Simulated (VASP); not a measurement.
A run of VASP 6.6.1 is set up as follows.

Contents of INCAR:

```
SYSTEM = Zr
  PREC = Accurate
  ENCUT = 520
  EDIFF = 1E-6
  ISMEAR = -4
  SIGMA = 0.1
  LREAL = .False.
  LASPH = .True.
  NELM = 100
  ALGO = Fast
  ISIF = 2
  LWAVE = .False.
  LCHARG = .False.
  GGA = PE
  NBANDS = 19
```

File KPOINTS:

```
regular mesh
0
Gamma
  6 6 4
  0 0 0
```

Contents of POSCAR:

```
Zr
1.0
    3.2392314131      0.0000000000      0.0000000000
   -1.6196157065      2.8052566925      0.0000000000
    0.0000000000      0.0000000000      5.1722200000
Zr
2
Direct
    0.3333333333      0.6666666667      0.2500000000
    0.6666666667      0.3333333333      0.7500000000
```

Potentials or basis: VASP PAW PBE potentials, release 64 (Zr_sv).

The run is started by

```sh
$ cat potpaw_PBE.64/Zr_sv/POTCAR > POTCAR
$ mpirun -np 1 vasp_std > vasp.out
```

(1) What does it give for the band gap on the k mesh?

(2) Estimate the pressure.

Answers

(1) zero (band 12 reaches 9.76 eV, above the bottom of band 13 at 8.85 eV).

(2) -0.5 GPa.

Caveat: the k points lie up to 0.37 Å⁻¹ apart.
